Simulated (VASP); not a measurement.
# Cl (Cmce) in VASP: further runs

Cl is run at these levels: r2SCAN; tasks: single point.

All numbers are computed with VASP 6.6.1; they aren't measurements. Logs are shortened: lines on timing, memory, paths and dates and some standing lists are left out, and cuts for length are marked.

### Step 1. The cell of the first run

Symmetry: Cmce, No. 64, orthorhombic system. The conventional cell has a = 6.290 Å, b = 4.500 Å, c = 8.210 Å, α = 90.00°, β = 90.00°, γ = 90.00°. Cl (site symmetry m) has 1 Cl at 2.02 Å within 2.7 Å.

### Step 2. Single point, r2SCAN

Contents of POSCAR:

```
Cl
1.0
    3.8669790000      0.0000000000      0.0000000000
    1.2486554674      3.6598341643      0.0000000000
    0.0000000000      0.0000000000      8.2100000000
Cl
4
Direct
    0.8700000000      0.1300000000      0.1000000000
    0.6300000000      0.3700000000      0.6000000000
    0.1300000000      0.8700000000      0.9000000000
    0.3700000000      0.6300000000      0.4000000000
```

Contents of INCAR.step1:

```
SYSTEM = Cl
PREC = Accurate
ENCUT = 520
ISMEAR = 1
SIGMA = 0.01
LREAL = .FALSE.
LASPH = .TRUE.
NELM = 100
NBANDS = 22
GGA = PE
ALGO = Normal
EDIFF = 1E-4
LWAVE = .TRUE.
LCHARG = .FALSE.
```

Contents of INCAR.step2:

```
SYSTEM = Cl
PREC = Accurate
ENCUT = 520
EDIFF = 1E-7
ISMEAR = 1
SIGMA = 0.01
LREAL = .FALSE.
LASPH = .TRUE.
NELM = 100
ALGO = Normal
ISIF = 2
LWAVE = .FALSE.
LCHARG = .TRUE.
METAGGA = R2SCAN
LMIXTAU = .TRUE.
LELF = .TRUE.
LVHAR = .TRUE.
NBANDS = 22
ISTART = 1
```

Contents of KPOINTS:

```
regular mesh
0
G
  4 4 2
  0 0 0
```

Potentials or basis: VASP PAW PBE potentials, release 64 (Cl).

Run with:

```bash
cat potpaw_PBE.64/Cl/POTCAR > POTCAR
cp INCAR.step1 INCAR
mpirun -np 1 vasp_std > vasp.out
cp INCAR.step2 INCAR
mpirun -np 1 vasp_std > vasp.out
```

OUTCAR:

```text
SYSTEM = Cl
   PREC = Accurate
   ENCUT = 520
   EDIFF = 1E-7
   ISMEAR = 1
   LREAL = .FALSE.
   LASPH = .TRUE.
   NELM = 100
   ISIF = 2
   METAGGA = R2SCAN
   ISTART = 1

 ion  position               nearest neighbor table
   1  0.870  0.130  0.100-   3 2.02
   2  0.630  0.370  0.600-   4 2.02
   3  0.130  0.870  0.900-   1 2.02
   4  0.370  0.630  0.400-   2 2.02

  LATTYP: Found a base centered orthorhombic cell.
 ALAT       =     4.5000004702
 B/A-ratio  =     1.3977776691
 C/A-ratio  =     1.8244442538

  Lattice vectors:

 A1 = (  -1.2486554674,  -3.6598341643,   0.0000000000)
 A2 = (   3.8669790000,   0.0000000000,   0.0000000000)
 A3 = (   0.0000000000,   0.0000000000,   8.2100000000)

Analysis of symmetry for initial positions (statically):
=====================================================================
 Subroutine PRICEL returns:
 Original cell was already a primitive cell.

 Routine SETGRP: Setting up the symmetry group for a
 base centered orthorhombic supercell.

 Subroutine GETGRP returns: Found  8 space group operations
 (whereof  4 operations were pure point group operations)
 out of a pool of  8 trial point group operations.

The static configuration has the point symmetry C_2h.
 The point group associated with its full space group is D_2h.

Analysis of symmetry for dynamics (positions and initial velocities):
=====================================================================
 Subroutine PRICEL returns:
 Original cell was already a primitive cell.

 Routine SETGRP: Setting up the symmetry group for a
 base centered orthorhombic supercell.

 Subroutine GETGRP returns: Found  8 space group operations
 (whereof  4 operations were pure point group operations)
 out of a pool of  8 trial point group operations.

The dynamic configuration has the point symmetry C_2h.
 The point group associated with its full space group is D_2h.

 Subroutine INISYM returns: Found  8 space group operations
 (whereof  4 operations are pure point group operations),
 and found     1 'primitive' translations

----------------------------------------------------------------------------------------

                                     Primitive cell

  volume of cell :     116.1920

  direct lattice vectors                    reciprocal lattice vectors
     3.866979000  0.000000000  0.000000000     0.258599801 -0.088228603  0.000000000
     1.248655467  3.659834164  0.000000000     0.000000000  0.273236424  0.000000000
     0.000000000  0.000000000  8.210000000     0.000000000  0.000000000  0.121802680

  length of vectors
     3.866979000  3.866979000  8.210000000     0.273236424  0.273236424  0.121802680

  position of ions in fractional coordinates (direct lattice)
     0.870000000  0.130000000  0.100000000
     0.630000000  0.370000000  0.600000000
     0.130000000  0.870000000  0.900000000
     0.370000000  0.630000000  0.400000000

  ion indices of the primitive-cell ions
   primitive index   ion index
                 1           1
                 2           2
                 3           3
                 4           4

----------------------------------------------------------------------------------------

 KPOINTS: regular mesh

Automatic generation of k-mesh.
 Grid dimensions read from file:
 generate k-points for:    4    4    2

 Generating k-lattice:

  Cartesian coordinates                     Fractional coordinates (reciprocal lattice)
     0.064649950 -0.022057151  0.000000000     0.250000000  0.000000000  0.000000000
     0.000000000  0.068309106  0.000000000     0.000000000  0.250000000  0.000000000
     0.000000000  0.000000000  0.060901340     0.000000000  0.000000000  0.500000000

  Length of vectors
     0.068309106  0.068309106  0.060901340

  Shift w.r.t. Gamma in fractional coordinates (k-lattice)
     0.000000000  0.000000000  0.000000000

 Subroutine IBZKPT returns following result:
 ===========================================

 Found     14 irreducible k-points:

 Following reciprocal coordinates:
            Coordinates               Weight
  0.000000  0.000000  0.000000      1.000000
  0.250000  0.000000  0.000000      4.000000
  0.500000  0.000000  0.000000      2.000000
  0.250000  0.250000  0.000000      2.000000
  0.500000  0.250000  0.000000      4.000000
 -0.250000  0.250000  0.000000      2.000000
  0.500000  0.500000  0.000000      1.000000
  0.000000  0.000000  0.500000      1.000000
  0.250000  0.000000  0.500000      4.000000
  0.500000  0.000000  0.500000      2.000000
  0.250000  0.250000  0.500000      2.000000
  0.500000  0.250000  0.500000      4.000000
 -0.250000  0.250000  0.500000      2.000000
  0.500000  0.500000  0.500000      1.000000
   k-points           NKPTS =     14   k-points in BZ     NKDIM =     14   number of bands    NBANDS=     22
   number of dos      NEDOS =    301   number of ions     NIONS =      4
   total plane-waves  NPLWV =  57600
   dimension x,y,z NGX =    30 NGY =   30 NGZ =   64
   dimension x,y,z NGXF=    60 NGYF=   60 NGZF=  128
   ions per type =               4
   NGX,Y,Z   is equivalent  to a cutoff of  12.90, 12.90, 12.96 a.u.
   NGXF,Y,Z  is equivalent  to a cutoff of  25.79, 25.79, 25.92 a.u.
 SYSTEM =  Cl
   PREC   = accura    normal or accurate (medium, high low for compatibility)
   ISTART =      1    job   : 0-new  1-cont  2-samecut
   ICHARG =      0    charge: 1-file 2-atom 10-const
   ISPIN  =      1    spin polarized calculation?
   LNONCOLLINEAR =      F non collinear calculations
   LSORBIT =      F    spin-orbit coupling
   LASPH  =      T    aspherical Exc in radial PAW
   ENCUT  =  520.0 eV  38.22 Ry    6.18 a.u.   7.19  7.19 15.27*2*pi/ulx,y,z
   NELM   =    100;   NELMIN=  2; NELMDL=  0     # of ELM steps
   EDIFF  = 0.1E-06   stopping-criterion for ELM
   LREAL  =      F    real-space projection
   EDIFFG = 0.1E-05   stopping-criterion for IOM
   NSW    =      0    number of steps for IOM
   IBRION =     -1    ionic relax: 0-MD 1-quasi-New 2-CG
   NFREE  =      0    steps in history (QN), initial steepest desc. (CG)
   ISIF   =      2    stress and relaxation
   ISYM   =      2    0-nonsym 1-usesym 2-fastsym
   POTIM  = 0.5000    time-step for ionic-motion
   TEBEG  =    0.0;   TEEND  =   0.0 temperature during run
   PSTRESS=    0.0 pullay stress
   NELECT =      28.0000    total number of electrons
   NUPDOWN=      -1.0000    fix difference up-down
   EMIN   =  10.00;   EMAX   =-10.00  energy-range for DOS
   EFERMI =   0.00;   METHOD = LEGACY
   ISMEAR =     1;   SIGMA  =   0.01  broadening in eV -4-tet -1-fermi 0-gaus
   EFERMI_NEDOS =   21; number of points for ismear=-14 and -15
   IALGO  =     38    algorithm
   IMIX   =      4    mixing-type and parameters
     AMIX     =   0.40;   BMIX     =  1.00
     AMIX_MAG =   1.60;   BMIX_MAG =  1.00
  volume/ion in A,a.u.               =      29.05       196.03
  Fermi-wavevector in a.u.,A,eV,Ry     =   1.018753  1.925163 14.120899  1.037857
  Thomas-Fermi vector in A             =   2.152228
   LORBIT       =      0    0 simple, 1 ext, 2 COOP (PROOUT), +10 PAW based schemes
   METAGGA = R2SCAN    functional components
   LHFCALC =     F    Hartree Fock is set to
   AEXX    =    0.0000 exact exchange contribution
   IVDW    =     0    specifies the selected vdW correction
   LEPSILON=     F    determine dielectric tensor
   LRPA    =     F    only Hartree local field effects (RPA)
 non-spin polarized calculation
 Methfessel and Paxton  Order N= 1 SIGMA  =   0.01
  energy-cutoff  :      520.00
  volume of cell :      116.19
 maximum number of plane-waves:      3157
 NGX is ok and might be reduce to    30
   NGX = 15   NGY = 15   NGZ = 31

 number of electron      27.9999999 magnetization

 Free energy of the ion-electron system (eV)
  ---------------------------------------------------
  ext. energy  EPLUGINS =         0.00000000
  ---------------------------------------------------
  free energy    TOTEN  =       -24.57417504 eV

  energy without entropy =      -24.57417504  energy(sigma->0) =      -24.57417504

 E-fermi :  -0.9273     XC(G=0):  -8.1694

 val. band max:       -1.0116307019   @ k =   0.5000   0.0000   0.5000
 cond. band min:       1.8730008012   @ k =   0.0000   0.0000   0.0000
 fundamental gap:      2.8846315031
 Fermi energy:        -0.9272529220

 k-point     1 :       0.0000    0.0000    0.0000
  band No.  band energies     occupation
      1     -18.3083      2.00000
      2     -18.0995      2.00000
      3     -14.1384      2.00000
      4     -13.5835      2.00000
      5      -6.4362      2.00000
      6      -5.6167      2.00000
[... 14 lines left out ...]
     21       9.8712      0.00000
     22      10.2077      0.00000

 k-point     2 :       0.2500    0.0000    0.0000
  band No.  band energies     occupation
      1     -18.2063      2.00000
      2     -18.0551      2.00000
      3     -14.0687      2.00000
      4     -13.6837      2.00000
      5      -6.4120      2.00000
      6      -5.7582      2.00000
[... 14 lines left out ...]
     21       9.8358      0.00000
     22      10.6396      0.00000

 k-point     3 :       0.5000    0.0000    0.0000
  band No.  band energies     occupation
      1     -18.0545      2.00000
      2     -18.0545      2.00000
      3     -13.8955      2.00000
      4     -13.8955      2.00000
      5      -6.1775      2.00000
      6      -6.1775      2.00000
[... 14 lines left out ...]
     21      10.7160      0.00000
     22      10.7160      0.00000
[... 226 lines left out ...]
 k-point    13 :      -0.2500    0.2500    0.5000
  band No.  band energies     occupation
      1     -18.0555      2.00000
      2     -18.0555      2.00000
      3     -13.8940      2.00000
      4     -13.8940      2.00000
      5      -6.0700      2.00000
      6      -6.0700      2.00000
[... 14 lines left out ...]
     21      10.1565      0.00000
     22      10.1565      0.00000

 k-point    14 :       0.5000    0.5000    0.5000
  band No.  band energies     occupation
      1     -17.9998      2.00000
      2     -17.9998      2.00000
      3     -13.7898      2.00000
      4     -13.7898      2.00000
      5      -6.0607      2.00000
      6      -6.0607      2.00000
[... 14 lines left out ...]
     21      10.0650      0.00000
     22      10.0650      0.00000

------------------------ aborting loop because EDIFF is reached ----------------------------------------

  FORCE on cell =-STRESS in cart. coord.  units (eV):
  Direction    XX          YY          ZZ          XY          YZ          ZX
  --------------------------------------------------------------------------------------
  -------------------------------------------------------------------------------------
  Total       -0.2803777     -0.5761233     -1.5206278      0.4334181      0.0000000      0.0000000
  in kB       -3.8661413     -7.9441905    -20.9680053      5.9764219      0.0000000      0.0000000
  external PRESSURE =     -10.9261123 kB  Pullay stress =       0.0000000 kB

 VOLUME and BASIS-vectors are now :
 -----------------------------------------------------------------------------
  energy-cutoff  :      520.00
  volume of cell :      116.19
      direct lattice vectors                 reciprocal lattice vectors
     3.866979000  0.000000000  0.000000000     0.258599801 -0.088228603  0.000000000
     1.248655467  3.659834164  0.000000000     0.000000000  0.273236424  0.000000000
     0.000000000  0.000000000  8.210000000     0.000000000  0.000000000  0.121802680

 POSITION                                       TOTAL-FORCE (eV/Angst)
 -----------------------------------------------------------------------------------
      3.52660      0.47578      0.82100         0.162124     -0.226613     -0.260941
      2.89820      1.35414      4.92600        -0.162124      0.226613     -0.260941
      1.58904      3.18406      7.38900        -0.162124      0.226613      0.260941
      2.21744      2.30570      3.28400         0.162124     -0.226613      0.260941
 -----------------------------------------------------------------------------------
    total drift:                                0.000000     -0.000000     -0.000000

  FREE ENERGIE OF THE ION-ELECTRON SYSTEM (eV)
  ---------------------------------------------------
  free  energy   TOTEN  =       -24.5741750397 eV

  energy  without entropy=      -24.5741750397  energy(sigma->0) =      -24.57417504
```

It took 61 s on 1 thread of Intel Xeon 6975P-C (Granite Rapids), shared host; peak memory 0.23 GiB.

What came out:

```yaml
Free_energy: -24.5742 eV
Pressure: -1.1 GPa
Largest_force: 0.382 eV/Å
Band_gap_on_the_k_mesh: 2.88 eV (least direct gap 2.95 eV)
```

Forces in eV/Å, atoms in the order of the input:
```
Cl   0.162 -0.227 -0.261
Cl  -0.162  0.227 -0.261
Cl  -0.162  0.227  0.261
Cl   0.162 -0.227  0.261
```

Stress tensor (GPa, compression positive):
```
-0.39  0.60  0.00
 0.60 -0.79  0.00
 0.00  0.00 -2.10
```

Levels at points of the mesh, in eV from the valence-band top:
```tsv
k point	band 12	band 13	band 14	band 15	band 16	band 17
(0.00, 0.00, 0.00)	-0.41	-0.16	-0.06	2.88	3.46	7.61
(0.50, 0.00, 0.00)	-0.50	-0.15	-0.15	3.26	3.26	8.99
(0.50, 0.50, 0.00)	-0.90	-0.37	-0.01	2.95	3.14	9.26
(0.00, 0.00, 0.50)	-0.65	-0.11	-0.11	3.09	3.09	8.15
(0.50, 0.00, 0.50)	-0.44	0.00	0.00	3.17	3.17	9.22
(0.50, 0.50, 0.50)	-0.71	-0.47	-0.47	2.98	2.98	9.60
```

Caveat: the k points lie up to 0.43 Å⁻¹ apart; the PAW data sets were made with another functional, which shifts forces and pressure a little. A k mesh can miss the band edges.

### Step 3. Single point, r2SCAN

POSCAR is that of step 2.

Contents of INCAR.step1:

```
PREC     = Accurate       # precision mode
ENCUT    = 520            # plane-wave cutoff, eV
ISMEAR   = 1              # smearing method
SIGMA    = 0.01           # smearing width, eV
LREAL    = False          # projectors in reciprocal space
LASPH    = True           # aspherical terms in the spheres
NELM     = 100            # most SCF steps
NBANDS   = 22             # bands
GGA      = PE             # functional
ALGO     = Normal         # electronic algorithm
EDIFF    = 1E-4           # SCF threshold, eV
LWAVE    = True           # write WAVECAR
LCHARG   = False          # write CHGCAR
```

Contents of INCAR.step2:

```
PREC     = Accurate       # precision mode
ENCUT    = 520            # plane-wave cutoff, eV
EDIFF    = 1E-6           # SCF threshold, eV
ISMEAR   = 1              # smearing method
SIGMA    = 0.01           # smearing width, eV
LREAL    = False          # projectors in reciprocal space
LASPH    = True           # aspherical terms in the spheres
NELM     = 100            # most SCF steps
ALGO     = Normal         # electronic algorithm
ISIF     = 2              # what is computed and relaxed
LWAVE    = False          # write WAVECAR
LCHARG   = False          # write CHGCAR
METAGGA  = R2SCAN         # meta-GGA
LMIXTAU  = True         
NBANDS   = 22             # bands
ISTART   = 1
```

Contents of KPOINTS:

```
Automatic mesh
0
Gamma
  4 4 2
```

Potentials or basis: VASP PAW PBE potentials, release 64 (Cl).

Run with:

```bash
cat potpaw_PBE.64/Cl/POTCAR > POTCAR
cp INCAR.step1 INCAR
mpirun -np 1 vasp_std > vasp.out
cp INCAR.step2 INCAR
mpirun -np 1 vasp_std > vasp.out
```

Run time: 49 s. Hardware: 1 thread of Intel Xeon 6975P-C (Granite Rapids), shared host; peak memory 0.24 GiB.

It converged, with:

- Free energy: -24.5742 eV
- Pressure: -1.1 GPa
- Largest force: 0.382 eV/Å
- Band gap on the k mesh: 2.88 eV (least direct gap 2.95 eV)

Forces on the atoms (eV/Å):
```
Cl   0.162 -0.227 -0.261
Cl  -0.162  0.227 -0.261
Cl  -0.162  0.227  0.261
Cl   0.162 -0.227  0.261
```

Stress tensor (GPa, compression positive):
```
-0.39  0.60  0.00
 0.60 -0.80  0.00
 0.00  0.00 -2.10
```

Levels at points of the mesh, in eV from the valence-band top:
```tsv
k point	band 10	band 11	band 12	band 13	band 14	band 15	band 16	band 17	band 18	band 19
(0.00, 0.00, 0.00)	-2.24	-0.71	-0.41	-0.16	-0.06	2.88	3.46	7.61	8.22	9.44
(0.50, 0.00, 0.00)	-2.54	-0.50	-0.50	-0.15	-0.15	3.26	3.26	8.99	8.99	10.68
(0.50, 0.50, 0.00)	-2.92	-0.98	-0.90	-0.37	-0.01	2.95	3.14	9.26	9.36	9.38
(0.00, 0.00, 0.50)	-2.25	-0.65	-0.65	-0.11	-0.11	3.09	3.09	8.15	8.15	10.32
(0.50, 0.00, 0.50)	-2.56	-0.44	-0.44	0.00	0.00	3.17	3.17	9.22	9.22	10.61
(0.50, 0.50, 0.50)	-2.86	-0.71	-0.71	-0.47	-0.47	2.98	2.98	9.60	9.60	10.62
```

Caveat: the k points lie up to 0.43 Å⁻¹ apart; the PAW data sets were made with another functional, which shifts forces and pressure a little.
